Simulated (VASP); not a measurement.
Crystal: NaH.

```
Na H
1.0
     0.00000    2.44000    2.44000
     2.44000    0.00000    2.44000
     2.44000    2.44000    0.00000
Na H
1 1
Direct
  0.00000 0.00000 0.00000
  0.50000 0.50000 0.50000
```

- Program: VASP 6.6.1
- Task: relaxation of cell and atoms
- Functional: PBEsol
- Potentials or basis: VASP PAW PBE potentials, release 64 (Na_pv, H)
- Cutoff: 600 eV
- k mesh: 12 × 12 × 12
- Occupations: fermi-dirac, width 0.05 eV
- Spin: no spin polarisation

At the start: pressure -1.2 GPa; volume 14.53 Å³/atom.

Problem. Where does the relaxation end?

Solution. Over 4 steps the energy falls by 2.9 meV/atom and the volume is 13.76 Å³/atom (-5.3 %); space group Fm-3m (No. 225, to 0.1 Å) before and after.

Step by step:
```tsv
step	energy change (eV)	largest force (eV/Å)	pressure (GPa)	volume (Å³)
1	0.0000	0.0000	-1.19	29.05
2	-0.0029	0.0000	-0.84	28.60
3	-0.0056	0.0000	-0.24	27.82
4	-0.0058	0.0000	0.02	27.52
```

Final structure:
```
Na H
1.0
     0.00000    2.39628    2.39628
     2.39628    0.00000    2.39628
     2.39628    2.39628    0.00000
Na H
1 1
Direct
  0.00000 0.00000 0.00000
  0.50000 0.50000 0.50000
```

Caveat: the PAW data sets were made with another functional, which shifts forces and pressure a little.
